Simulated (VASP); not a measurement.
# Sn3Te (I4/mmm) in VASP: single point with LDA

Aim: the single point of Sn3Te with LDA.

Program: VASP 6.6.1. These are calculated values, not measurements. Logs are shortened: lines on timing, memory, paths and dates and some standing lists are left out, and cuts for length are marked.

## 1. The cell of the first run

It takes space group I4/mmm (No. 139, tetragonal). The conventional cell has a = 4.602 Å, b = 4.602 Å, c = 11.033 Å, α = 90.00°, β = 90.00°, γ = 90.00°. Within 4.3 Å of Te (site symmetry 4/mmm) lie 12 Sn at 3.25 to 3.59 Å. Within 4.3 Å of Sn (site symmetry 4/mmm) lie 4 Te at 3.25 Å and 8 Sn at 3.59 Å. Within 4.3 Å of Sn (site symmetry -4m2) lie 8 Sn at 3.25 to 3.59 Å and 4 Te at 3.59 Å.

## 2. Single point, LDA

INCAR

```
SYSTEM = Sn3Te
ALGO = Fast ; EDIFF = 1E-6
ENCUT = 520 ; GGA = CA
ISIF = 2 ; ISMEAR = -1
LASPH = .TRUE. ; LCHARG = .FALSE.
LREAL = .FALSE. ; LWAVE = .FALSE.
NBANDS = 32 ; NELM = 80
PREC = Accurate ; SIGMA = 0.05
```

KPOINTS

```
k-points
0
G
  8 8 8
  0 0 0
```

POSCAR

```
Sn3Te
1.0
   -2.3009040000      2.3009040000      5.5164940000
    2.3009040000     -2.3009040000      5.5164940000
    2.3009040000      2.3009040000     -5.5164940000
Te Sn
1 3
Direct
    0.0000000000      0.0000000000      0.0000000000
    0.5000000000      0.5000000000      0.0000000000
    0.2500000000      0.7500000000      0.5000000000
    0.7500000000      0.2500000000      0.5000000000
```

Potentials or basis: VASP PAW LDA potentials, release 64 (Te, Sn_d).

On the command line:

```bash
$ cat potpaw_LDA.64/Te/POTCAR potpaw_LDA.64/Sn_d/POTCAR > POTCAR
$ mpirun -np 1 vasp_std > vasp.out
```

OUTCAR:

```text
SYSTEM = Sn3Te
   EDIFF = 1E-6
   ENCUT = 520
   GGA = CA
   ISIF = 2
   ISMEAR = -1
   LASPH = .TRUE.
   LREAL = .FALSE.
   NELM = 80
   PREC = Accurate

 ion  position               nearest neighbor table
   1  0.000  0.000  0.000-   2 3.25   2 3.25   2 3.25   2 3.25   4 3.59   3 3.59   4 3.59   3 3.59
                             4 3.59   4 3.59   3 3.59   3 3.59
   2  0.500  0.500  0.000-   1 3.25   1 3.25   1 3.25   1 3.25   4 3.59   3 3.59   4 3.59   4 3.59
                             3 3.59   3 3.59   4 3.59   3 3.59
   3  0.250  0.750  0.500-   4 3.25   4 3.25   4 3.25   4 3.25   2 3.59   1 3.59   2 3.59   2 3.59
                             1 3.59   1 3.59   2 3.59   1 3.59
   4  0.750  0.250  0.500-   3 3.25   3 3.25   3 3.25   3 3.25   2 3.59   1 3.59   2 3.59   1 3.59
                             2 3.59   2 3.59   1 3.59   1 3.59

  LATTYP: Found a body centered tetragonal cell.
 ALAT       =     4.6018080000
 C/A-ratio  =     2.3975333173

  Lattice vectors:

 A1 = (  -2.3009040000,   2.3009040000,   5.5164940000)
 A2 = (   2.3009040000,  -2.3009040000,   5.5164940000)
 A3 = (   2.3009040000,   2.3009040000,  -5.5164940000)

Analysis of symmetry for initial positions (statically):
=====================================================================
 Subroutine PRICEL returns:
 Original cell was already a primitive cell.

 Routine SETGRP: Setting up the symmetry group for a
 body centered tetragonal supercell.

 Subroutine GETGRP returns: Found 16 space group operations
 (whereof 16 operations were pure point group operations)
 out of a pool of 16 trial point group operations.

The static configuration has the point symmetry D_4h.

Analysis of symmetry for dynamics (positions and initial velocities):
=====================================================================
 Subroutine PRICEL returns:
 Original cell was already a primitive cell.

 Routine SETGRP: Setting up the symmetry group for a
 body centered tetragonal supercell.

 Subroutine GETGRP returns: Found 16 space group operations
 (whereof 16 operations were pure point group operations)
 out of a pool of 16 trial point group operations.

The dynamic configuration has the point symmetry D_4h.

 Subroutine INISYM returns: Found 16 space group operations
 (whereof 16 operations are pure point group operations),
 and found     1 'primitive' translations

----------------------------------------------------------------------------------------

[... 96 lines left out ...]
   EDIFF  = 0.1E-05   stopping-criterion for ELM
   LREAL  =      F    real-space projection
   EDIFFG = 0.1E-04   stopping-criterion for IOM
   NSW    =      0    number of steps for IOM
   IBRION =     -1    ionic relax: 0-MD 1-quasi-New 2-CG
   NFREE  =      0    steps in history (QN), initial steepest desc. (CG)
   ISIF   =      2    stress and relaxation
   ISYM   =      2    0-nonsym 1-usesym 2-fastsym
   POTIM  = 0.5000    time-step for ionic-motion
   TEBEG  =    0.0;   TEEND  =   0.0 temperature during run
   PSTRESS=    0.0 pullay stress
   NELECT =      48.0000    total number of electrons
   NUPDOWN=      -1.0000    fix difference up-down
   EMIN   =  10.00;   EMAX   =-10.00  energy-range for DOS
   EFERMI =   0.00;   METHOD = LEGACY
   ISMEAR =    -1;   SIGMA  =   0.05  broadening in eV -4-tet -1-fermi 0-gaus
   EFERMI_NEDOS =   21; number of points for ismear=-14 and -15
   IALGO  =     68    algorithm
   IMIX   =      4    mixing-type and parameters
     AMIX     =   0.40;   BMIX     =  1.00
     AMIX_MAG =   1.60;   BMIX_MAG =  1.00
  volume/ion in A,a.u.               =      29.21       197.09
  Fermi-wavevector in a.u.,A,eV,Ry     =   1.217069  2.299927 20.153724  1.481257
  Thomas-Fermi vector in A             =   2.352402
   LORBIT       =      0    0 simple, 1 ext, 2 COOP (PROOUT), +10 PAW based schemes
   GGA     = CA    functional components
   LHFCALC =     F    Hartree Fock is set to
   AEXX    =    0.0000 exact exchange contribution
   IVDW    =     0    specifies the selected vdW correction
   LEPSILON=     F    determine dielectric tensor
   LRPA    =     F    only Hartree local field effects (RPA)
 non-spin polarized calculation
 RMM-DIIS sequential band-by-band and
  energy-cutoff  :      520.00
  volume of cell :      116.82
 maximum number of plane-waves:      3184
   NGX = 23   NGY = 23   NGZ = 23

 number of electron      47.9999996 magnetization

 Free energy of the ion-electron system (eV)
  ---------------------------------------------------
  ext. energy  EPLUGINS =         0.00000000
  ---------------------------------------------------
  free energy    TOTEN  =       -16.97600273 eV

  energy without entropy =      -16.95875978  energy(sigma->0) =      -16.96738126

 E-fermi :   7.2307     XC(G=0): -10.2166

 val. band max:        7.2233519700   @ k =  -0.2500   0.3750   0.2500
 cond. band min:       7.2576379167   @ k =  -0.1250   0.3750   0.1250
 fundamental gap:      0.0342859467
 Fermi energy:         7.2306817509

 k-point     1 :       0.0000    0.0000    0.0000
  band No.  band energies     occupation
      1     -14.3820      2.00000
      2     -14.3563      2.00000
      3     -14.3148      2.00000
      4     -14.3127      2.00000
      5     -14.3063      2.00000
      6     -14.3063      2.00000
[... 829 lines left out ...]
     31      11.9872      0.00000
     32      14.8603      0.00000

 [... further k-points ...]

------------------------ aborting loop because EDIFF is reached ----------------------------------------

  FORCE on cell =-STRESS in cart. coord.  units (eV):
  Direction    XX          YY          ZZ          XY          YZ          ZX
  --------------------------------------------------------------------------------------
  -------------------------------------------------------------------------------------
  Total       -3.1007704     -3.1007704     -2.9264362      0.0000000      0.0000000     -0.0000000
  in kB      -42.5265396    -42.5265396    -40.1355768      0.0000000      0.0000000     -0.0000000
  external PRESSURE =     -41.7295520 kB  Pullay stress =       0.0000000 kB

 VOLUME and BASIS-vectors are now :
 -----------------------------------------------------------------------------
  energy-cutoff  :      520.00
  volume of cell :      116.82
      direct lattice vectors                 reciprocal lattice vectors
    -2.300904000  2.300904000  5.516494000     0.000000000  0.217305894  0.090637278
     2.300904000 -2.300904000  5.516494000     0.217305894  0.000000000  0.090637278
     2.300904000  2.300904000 -5.516494000     0.217305894  0.217305894  0.000000000

 POSITION                                       TOTAL-FORCE (eV/Angst)
 -----------------------------------------------------------------------------------
      0.00000      0.00000      0.00000         0.000000     -0.000000     -0.000000
      0.00000      0.00000      5.51649         0.000000     -0.000000     -0.000000
      2.30090      0.00000      2.75825        -0.000000      0.000000     -0.000000
      0.00000      2.30090      2.75825        -0.000000     -0.000000      0.000000
 -----------------------------------------------------------------------------------
    total drift:                                0.000000     -0.000000      0.000000

  FREE ENERGIE OF THE ION-ELECTRON SYSTEM (eV)
  ---------------------------------------------------
  free  energy   TOTEN  =       -16.9760027335 eV

  energy  without entropy=      -16.9587597812  energy(sigma->0) =      -16.96738126
```

It took 4.7 min on 1 thread of Intel Xeon Platinum 8375C at 2.90GHz (Ice Lake), shared host; peak memory 0.37 GiB.

Results:

```yaml
Free_energy: -16.9760 eV
Pressure: -4.2 GPa
Band_gap_on_the_k_mesh: zero (bands 24 and 25 overlap by 0.90 eV)
```

Stress tensor (GPa, compression positive):
```
-4.25  0.00  0.00
 0.00 -4.25  0.00
 0.00  0.00 -4.01
```

Levels at points of the mesh, in eV from the Fermi level:
```
           k point  band 21  band 22  band 23  band 24  band 25  band 26  band 27  band 28
(0.00, 0.00, 0.00)    -3.04    -3.04    -1.60    -1.60    -0.31     0.42     2.63     2.63
(0.50, 0.00, 0.00)    -2.20    -1.89    -0.86    -0.63     0.67     1.02     1.06     1.21
(0.50, 0.50, 0.00)    -4.59    -3.18    -2.44    -1.53    -0.47     2.51     2.62     4.77
(0.50, 0.50, 0.50)    -3.69    -1.06    -0.16    -0.16     0.49     1.51     1.96     3.43
```

Caveat: the cell stands under tension; spin-orbit coupling is left out, which moves the levels of the heavy elements.

The gap in the log of VASP goes by the Fermi energy; the results here count the filled bands.